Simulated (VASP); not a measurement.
# GaCo (Pm-3m) in VASP: notebook

The runs below take GaCo through single point, with LDA.

Program: VASP 6.6.1. These are calculated values, not measurements. Logs are shortened: lines on timing, memory, paths and dates and some standing lists are left out, and cuts for length are marked.

## (1) The cell of the first run

It takes space group Pm-3m (No. 221, cubic). The conventional cell has a = 2.878 Å, b = 2.878 Å, c = 2.878 Å, α = 90.00°, β = 90.00°, γ = 90.00°. Within 3.3 Å of Ga (site symmetry m-3m) lie 8 Co at 2.49 Å and 6 Ga at 2.88 Å. Within 3.3 Å of Co (site symmetry m-3m) lie 8 Ga at 2.49 Å and 6 Co at 2.88 Å.

## (2) Single point, LDA

INCAR

```
ALGO = Normal
EDIFF = 1E-7
ENCUT = 520
ISIF = 2
ISMEAR = -1
LASPH = T
LCHARG = F
LREAL = F
LWAVE = F
NBANDS = 30
NELM = 100
PREC = Accurate
SIGMA = 0.08
```

KPOINTS

```
k-points
0
Gamma
  10 10 5
```

POSCAR

```
GaCo
1.0
    2.8780000000      0.0000000000      0.0000000000
    0.0000000000      2.8780000000      0.0000000000
    0.0000000000      0.0000000000      5.7560000000
Ga Co
2 2
Direct
    0.5000000000      0.5000000000      0.2500000000
    0.5000000000      0.5000000000      0.7500000000
    0.0000000000      0.0000000000      0.0000000000
    0.0000000000      0.0000000000      0.5000000000
```

Potentials or basis: VASP PAW LDA potentials, release 64 (Ga_d, Co).

Started as:

```bash
$ cat potpaw_LDA.64/Ga_d/POTCAR potpaw_LDA.64/Co/POTCAR > POTCAR
$ mpirun -np 1 vasp_std > vasp.out
```

OUTCAR:

```text
EDIFF = 1E-7
   ENCUT = 520
   ISIF = 2
   ISMEAR = -1
   LASPH = T
   LREAL = F
   NELM = 100
   PREC = Accurate

 ion  position               nearest neighbor table
   1  0.500  0.500  0.250-   3 2.49   4 2.49   3 2.49   4 2.49   3 2.49   4 2.49   3 2.49   4 2.49
                             2 2.88   2 2.88
   2  0.500  0.500  0.750-   3 2.49   4 2.49   3 2.49   4 2.49   3 2.49   4 2.49   3 2.49   4 2.49
                             1 2.88   1 2.88
   3  0.000  0.000  0.000-   1 2.49   2 2.49   1 2.49   2 2.49   1 2.49   2 2.49   1 2.49   2 2.49
                             4 2.88   4 2.88
   4  0.000  0.000  0.500-   1 2.49   2 2.49   1 2.49   2 2.49   1 2.49   2 2.49   1 2.49   2 2.49
                             3 2.88   3 2.88

  LATTYP: Found a simple tetragonal cell.
 ALAT       =     2.8780000000
 C/A-ratio  =     2.0000000000

  Lattice vectors:

 A1 = (   2.8780000000,   0.0000000000,   0.0000000000)
 A2 = (   0.0000000000,   2.8780000000,   0.0000000000)
 A3 = (   0.0000000000,   0.0000000000,   5.7560000000)

Analysis of symmetry for initial positions (statically):
=====================================================================
 Subroutine PRICEL returns following result:

  LATTYP: Found a simple cubic cell.
 ALAT       =     2.8780000000

  Lattice vectors:

 A1 = (   2.8780000000,   0.0000000000,   0.0000000000)
 A2 = (   0.0000000000,   2.8780000000,   0.0000000000)
 A3 = (   0.0000000000,   0.0000000000,   2.8780000000)

   2 primitive cells build up your supercell.

 Routine SETGRP: Setting up the symmetry group for a
 simple tetragonal supercell.

 Subroutine GETGRP returns: Found 16 space group operations
 (whereof 16 operations were pure point group operations)
 out of a pool of 16 trial point group operations.

The static configuration has the point symmetry D_4h.

Analysis of symmetry for dynamics (positions and initial velocities):
=====================================================================
 Subroutine PRICEL returns following result:

  LATTYP: Found a simple cubic cell.
 ALAT       =     2.8780000000

  Lattice vectors:

 A1 = (   2.8780000000,   0.0000000000,   0.0000000000)
 A2 = (   0.0000000000,   2.8780000000,   0.0000000000)
 A3 = (   0.0000000000,   0.0000000000,   2.8780000000)

   2 primitive cells build up your supercell.

 Routine SETGRP: Setting up the symmetry group for a
 simple tetragonal supercell.

 Subroutine GETGRP returns: Found 16 space group operations
 (whereof 16 operations were pure point group operations)
 out of a pool of 16 trial point group operations.

The dynamic configuration has the point symmetry D_4h.

 Subroutine INISYM returns: Found 16 space group operations
 (whereof 16 operations are pure point group operations),
 and found     2 'primitive' translations

----------------------------------------------------------------------------------------

                                     Primitive cell

  volume of cell :      23.8381

  direct lattice vectors                    reciprocal lattice vectors
     2.878000000  0.000000000  0.000000000     0.347463516  0.000000000  0.000000000
     0.000000000  2.878000000  0.000000000     0.000000000  0.347463516  0.000000000
     0.000000000  0.000000000  2.878000000     0.000000000  0.000000000  0.347463516

  length of vectors
     2.878000000  2.878000000  2.878000000     0.347463516  0.347463516  0.347463516

  position of ions in fractional coordinates (direct lattice)
     0.500000000  0.500000000  0.500000000
     0.000000000  0.000000000  0.000000000

  ion indices of the primitive-cell ions
   primitive index   ion index
                 1           1
                 2           3

----------------------------------------------------------------------------------------

 KPOINTS: k-points

Automatic generation of k-mesh.
 Grid dimensions read from file:
 generate k-points for:   10   10    5

 Generating k-lattice:

  Cartesian coordinates                     Fractional coordinates (reciprocal lattice)
     0.034746352  0.000000000  0.000000000     0.100000000  0.000000000  0.000000000
     0.000000000  0.034746352  0.000000000     0.000000000  0.100000000  0.000000000
     0.000000000  0.000000000  0.034746352     0.000000000  0.000000000  0.200000000

  Length of vectors
     0.034746352  0.034746352  0.034746352

  Shift w.r.t. Gamma in fractional coordinates (k-lattice)
     0.000000000  0.000000000  0.000000000

 Subroutine IBZKPT returns following result:
 ===========================================

 Found     63 irreducible k-points:

 Following reciprocal coordinates:
            Coordinates               Weight
  0.000000  0.000000  0.000000      1.000000
  0.100000  0.000000  0.000000      4.000000
  0.200000  0.000000  0.000000      4.000000
  0.300000  0.000000  0.000000      4.000000
  0.400000  0.000000  0.000000      4.000000
  0.500000  0.000000  0.000000      2.000000
[... 16 lines left out ...]
  0.100000  0.000000  0.200000      8.000000
  0.200000  0.000000  0.200000      8.000000
 [... further k-points ...]
   k-points           NKPTS =     63   k-points in BZ     NKDIM =     63   number of bands    NBANDS=     30
   number of dos      NEDOS =    301   number of ions     NIONS =      4
   total plane-waves  NPLWV =  27648
   dimension x,y,z NGX =    24 NGY =   24 NGZ =   48
   dimension x,y,z NGXF=    48 NGYF=   48 NGZF=   96
   ions per type =               2   2
   NGX,Y,Z   is equivalent  to a cutoff of  13.86, 13.86, 13.86 a.u.
   NGXF,Y,Z  is equivalent  to a cutoff of  27.73, 27.73, 27.73 a.u.
 SYSTEM =  unknown system
   PREC   = accura    normal or accurate (medium, high low for compatibility)
   ISTART =      0    job   : 0-new  1-cont  2-samecut
   ICHARG =      2    charge: 1-file 2-atom 10-const
   ISPIN  =      1    spin polarized calculation?
   LNONCOLLINEAR =      F non collinear calculations
   LSORBIT =      F    spin-orbit coupling
   LASPH  =      T    aspherical Exc in radial PAW
   ENCUT  =  520.0 eV  38.22 Ry    6.18 a.u.   5.35  5.35 10.70*2*pi/ulx,y,z
   NELM   =    100;   NELMIN=  2; NELMDL= -5     # of ELM steps
   EDIFF  = 0.1E-06   stopping-criterion for ELM
   LREAL  =      F    real-space projection
   EDIFFG = 0.1E-05   stopping-criterion for IOM
   NSW    =      0    number of steps for IOM
   IBRION =     -1    ionic relax: 0-MD 1-quasi-New 2-CG
   NFREE  =      0    steps in history (QN), initial steepest desc. (CG)
   ISIF   =      2    stress and relaxation
   ISYM   =      2    0-nonsym 1-usesym 2-fastsym
   POTIM  = 0.5000    time-step for ionic-motion
   TEBEG  =    0.0;   TEEND  =   0.0 temperature during run
   PSTRESS=    0.0 pullay stress
   NELECT =      44.0000    total number of electrons
   NUPDOWN=      -1.0000    fix difference up-down
   EMIN   =  10.00;   EMAX   =-10.00  energy-range for DOS
   EFERMI =   0.00;   METHOD = LEGACY
   ISMEAR =    -1;   SIGMA  =   0.08  broadening in eV -4-tet -1-fermi 0-gaus
   EFERMI_NEDOS =   21; number of points for ismear=-14 and -15
   IALGO  =     38    algorithm
   IMIX   =      4    mixing-type and parameters
     AMIX     =   0.40;   BMIX     =  1.00
     AMIX_MAG =   1.60;   BMIX_MAG =  1.00
  volume/ion in A,a.u.               =      11.92        80.43
  Fermi-wavevector in a.u.,A,eV,Ry     =   1.593890  3.012015 34.565389  2.540484
  Thomas-Fermi vector in A             =   2.692049
   LORBIT       =      0    0 simple, 1 ext, 2 COOP (PROOUT), +10 PAW based schemes
   GGA     = CA    functional components
   LHFCALC =     F    Hartree Fock is set to
   AEXX    =    0.0000 exact exchange contribution
   IVDW    =     0    specifies the selected vdW correction
   LEPSILON=     F    determine dielectric tensor
   LRPA    =     F    only Hartree local field effects (RPA)
 non-spin polarized calculation
  energy-cutoff  :      520.00
  volume of cell :       47.68
 maximum number of plane-waves:      1302
 NGX is ok and might be reduce to    24
   NGX = 11   NGY = 11   NGZ = 21

 number of electron      44.0000036 magnetization

 Free energy of the ion-electron system (eV)
  ---------------------------------------------------
  ext. energy  EPLUGINS =         0.00000000
  ---------------------------------------------------
  free energy    TOTEN  =       -24.94913426 eV

  energy without entropy =      -24.89402800  energy(sigma->0) =      -24.92158113

 E-fermi :   9.4732     XC(G=0): -13.5397

 val. band max:        9.4088655273   @ k =   0.5000   0.4000   0.2000
 cond. band min:       9.4898209313   @ k =   0.3000   0.0000   0.0000
 fundamental gap:      0.0809554040
 Fermi energy:         9.4732299568

 k-point     1 :       0.0000    0.0000    0.0000
  band No.  band energies     occupation
      1      -5.7242      2.00000
      2      -5.7242      2.00000
      3      -5.6700      2.00000
      4      -5.4793      2.00000
      5      -5.4793      2.00000
      6      -5.4700      2.00000
[... 22 lines left out ...]
     29      20.7000      0.00000
     30      20.7000      0.00000

 k-point     2 :       0.1000    0.0000    0.0000
  band No.  band energies     occupation
      1      -5.7190      2.00000
      2      -5.6981      2.00000
      3      -5.6531      2.00000
      4      -5.5032      2.00000
      5      -5.4807      2.00000
      6      -5.4533      2.00000
[... 22 lines left out ...]
     29      20.1398      0.00000
     30      20.7352      0.00000

 k-point     3 :       0.2000    0.0000    0.0000
  band No.  band energies     occupation
      1      -5.7055      2.00000
      2      -5.6318      2.00000
      3      -5.6199      2.00000
      4      -5.5639      2.00000
      5      -5.4845      2.00000
      6      -5.4154      2.00000
[... 682 lines left out ...]
     29      21.0200      0.00000
     30      21.0933      0.00000

 k-point    24 :       0.2000    0.0000    0.2000
  band No.  band energies     occupation
      1      -5.6876      2.00000
      2      -5.6249      2.00000
      3      -5.6178      2.00000
      4      -5.5504      2.00000
      5      -5.4743      2.00000
      6      -5.4306      2.00000
[... 22 lines left out ...]
     29      19.4209      0.00000
     30      21.1949      0.00000

 [... further k-points ...]

------------------------ aborting loop because EDIFF is reached ----------------------------------------

  FORCE on cell =-STRESS in cart. coord.  units (eV):
  Direction    XX          YY          ZZ          XY          YZ          ZX
  --------------------------------------------------------------------------------------
  -------------------------------------------------------------------------------------
  Total       -3.7989682     -3.7989682     -3.7990374      0.0000000     -0.0000000      0.0000000
  in kB     -127.6655959   -127.6655959   -127.6679220      0.0000000     -0.0000000      0.0000000
  external PRESSURE =    -127.6663713 kB  Pullay stress =       0.0000000 kB

 VOLUME and BASIS-vectors are now :
 -----------------------------------------------------------------------------
  energy-cutoff  :      520.00
  volume of cell :       47.68
      direct lattice vectors                 reciprocal lattice vectors
     2.878000000  0.000000000  0.000000000     0.347463516  0.000000000  0.000000000
     0.000000000  2.878000000  0.000000000     0.000000000  0.347463516  0.000000000
     0.000000000  0.000000000  5.756000000     0.000000000  0.000000000  0.173731758

 POSITION                                       TOTAL-FORCE (eV/Angst)
 -----------------------------------------------------------------------------------
      1.43900      1.43900      1.43900        -0.000000      0.000000      0.000000
      1.43900      1.43900      4.31700         0.000000      0.000000      0.000000
      0.00000      0.00000      0.00000         0.000000     -0.000000      0.000000
      0.00000      0.00000      2.87800         0.000000     -0.000000     -0.000000
 -----------------------------------------------------------------------------------
    total drift:                                0.000000     -0.000000     -0.000000

  FREE ENERGIE OF THE ION-ELECTRON SYSTEM (eV)
  ---------------------------------------------------
  free  energy   TOTEN  =       -24.9491342648 eV

  energy  without entropy=      -24.8940279979  energy(sigma->0) =      -24.92158113
```

It took 62 s on 1 thread of AMD EPYC 7R13 (Zen 3), shared host; peak memory 0.17 GiB.

What came out:

- Free energy: -24.9491 eV
- Pressure: -12.8 GPa
- Band gap on the k mesh: zero (bands 22 and 23 overlap by 0.47 eV)

Caveat: the cell stands under tension; the run has no spin polarisation, though such a crystal can be magnetic. Spin polarisation is off, so any magnetic state and its effect on volume and gap are missing.

## (3) Single point, LDA

INCAR

```
SYSTEM = GaCo
ALGO = Normal ; EDIFF = 1E-6
ENCUT = 520 ; ISIF = 2
ISMEAR = -1 ; LASPH = .TRUE.
LCHARG = .FALSE. ; LREAL = .FALSE.
LWAVE = .FALSE. ; NBANDS = 30
NELM = 80 ; PREC = Accurate
SIGMA = 0.08
```

KPOINTS

```
Automatic mesh
0
Gamma
  10 10 5
  0.5 0.5 0.5
```

POSCAR is that of step 2.

Potentials or basis: VASP PAW LDA potentials, release 64 (Ga_d, Co).

Started as:

```bash
$ cat potpaw_LDA.64/Ga_d/POTCAR potpaw_LDA.64/Co/POTCAR > POTCAR
$ mpirun -np 1 vasp_std > vasp.out
```

Wall time 42 s (1 thread of AMD EPYC 7R13 (Zen 3), shared host); peak memory 0.15 GiB.

It converged, with:

```yaml
Free_energy: -24.9524 eV
Pressure: -12.8 GPa
Band_gap_on_the_k_mesh: zero (bands 22 and 23 overlap by 0.44 eV)
```

Levels at points of the mesh, in eV from the Fermi level:
| k point | band 19 | band 20 | band 21 | band 22 | band 23 | band 24 | band 25 | band 26 |
| --- | --- | --- | --- | --- | --- | --- | --- | --- |
| (0.05, 0.05, 0.10) | -0.79 | -0.73 | -0.73 | -0.71 | 0.12 | 4.94 | 4.94 | 5.01 |

Caveat: the cell stands under tension; the run has no spin polarisation, though such a crystal can be magnetic.
